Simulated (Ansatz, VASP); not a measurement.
**One calculation of Re, two programs**

File INCAR:

```
  ALGO = Normal
  EDIFF = 1E-6
  ENCUT = 560
  GGA = CA
  GGA_COMPAT = False
  ISIF = 2
  ISMEAR = -1
  LASPH = True
  LCHARG = False
  LREAL = False
  LWAVE = False
  NBANDS = 22
  NELM = 120
  PREC = Accurate
  SIGMA = 0.08
```

File KPOINTS:

```
k-points
0
Gamma
  18 18 10
```

Contents of POSCAR:

```
Re
1.0
    2.4092193053      0.0000000000      0.0000000000
   -1.2046096526      2.0864451217      0.0000000000
    0.0000000000      0.0000000000      3.8783041766
Re
2
Direct
    0.3333333333      0.6666666667      0.2500000000
    0.6666666667      0.3333333333      0.7500000000
```

Input for Ansatz:

```yaml
crystal:
  lattice:
    - [2.4092193053, 0.0, 0.0]
    - [-1.2046096526, 2.0864451217, 0.0]
    - [0.0, 0.0, 3.8783041766]
  atoms:
    - { symbol: Re, position: [0.3333333333, 0.6666666667, 0.25] }
    - { symbol: Re, position: [0.6666666667, 0.3333333333, 0.75] }
kpoints:
  mp_grid: { grid: [18, 18, 10] }
scf:
  occupations: { method: fermi_dirac, width: 0.08 }
hamiltonian:
  xc: lda
  pseudopotentials: { kind: paw }
output:
  forces: true
  stress: true
  eigenvalues: true
  populations: true
```

Change from the starting cell: volume scaled by 0.68, PAW files.

Alike in both runs: task single point; functional LDA; k mesh 18 × 18 × 10; occupations fermi-dirac, width 0.08 eV; no spin polarisation.

|  | VASP | Ansatz |
| --- | --- | --- |
| version | VASP 6.6.1 | Ansatz 0.2.0 |
| potentials or method | VASP PAW LDA potentials, release 64 (Re_sv_GW) | PAW with Ansatz's default frozen-core files, scalar-relativistic |
| plane-wave cutoff (eV) | 560 | 420 |
| valence electrons in the cell | 30 | 30 |

```tsv
	VASP	Ansatz	Ansatz less VASP
pressure (GPa)	355.7	351.3	-4.33
```

LDA's correlation is that of Perdew and Zunger in VASP and of Perdew and Wang (1992) in Ansatz. Both programs put the cell under a high pressure, so it lies far from rest at this level.

Neither program's run includes spin-orbit coupling. Noted on VASP's run: the cell as given lies far from equilibrium.
